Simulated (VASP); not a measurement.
## KF: single point with PBE

KF:

```xyz
4
Lattice="3.6974 -0.1110 -0.2090 2.0398 4.4966 0.7204 -1.6189 -1.0274 4.5976" Properties=species:S:1:pos:R:3 pbc="T T T"
K     2.0916    0.9762    0.8124
K     0.4535    2.7663    3.5759
F     0.1850   -0.9522    0.9527
F     2.2440    0.7270    3.5072
```

The cell was generated, and may not be a known phase.

```json
{"Program": "VASP 6.6.1", "Task": "single point", "Functional": "PBE", "Potentials or basis": "VASP PAW PBE potentials, release 64 (K_sv, F)", "Cutoff": "520 eV", "k mesh": "6 × 4 × 4", "Occupations": "gaussian, width 0.1 eV", "Spin": "no spin polarisation", "Dipole correction": "no", "Further INCAR settings": "ALGO = Normal; EDIFF = 1e-06; NBANDS = 24"}
```

```yaml
Pressure: 0.1 GPa
Band_gap_on_the_k_mesh: 5.64 eV
```

Stress tensor (GPa, compression positive):
```
-0.05 -0.01 -0.01
-0.01  0.08  0.04
-0.01  0.04  0.13
```

Levels at points of the mesh, in eV from the valence-band top:
```tsv
k point	band 12	band 13	band 14	band 15	band 16	band 17	band 18	band 19	band 20	band 21
(0.00, 0.00, 0.00)	-0.48	-0.40	-0.22	-0.21	0.00	5.64	8.78	9.06	9.17	11.14
(0.50, 0.00, 0.00)	-0.57	-0.45	-0.45	-0.28	-0.28	8.58	8.58	10.50	10.50	11.12
(0.00, 0.50, 0.00)	-0.56	-0.31	-0.31	-0.25	-0.25	7.67	7.67	10.15	10.15	10.84
(0.50, 0.50, 0.00)	-0.60	-0.47	-0.38	-0.17	-0.16	8.03	9.04	9.17	9.61	10.56
(0.00, 0.00, 0.50)	-0.56	-0.31	-0.31	-0.25	-0.25	7.67	7.67	10.15	10.15	10.84
(0.50, 0.00, 0.50)	-0.60	-0.47	-0.38	-0.17	-0.16	8.03	9.03	9.17	9.62	10.57
(0.00, 0.50, 0.50)	-0.80	-0.20	-0.19	-0.18	-0.16	8.04	8.57	9.62	9.93	10.60
(0.50, 0.50, 0.50)	-0.57	-0.45	-0.45	-0.28	-0.28	8.58	8.58	10.50	10.50	11.12
```

It took 87 s on 1 thread of Intel(R) Xeon(R) Platinum 8488C (Sapphire Rapids), with other jobs on the host, peak memory 0.24 GiB.
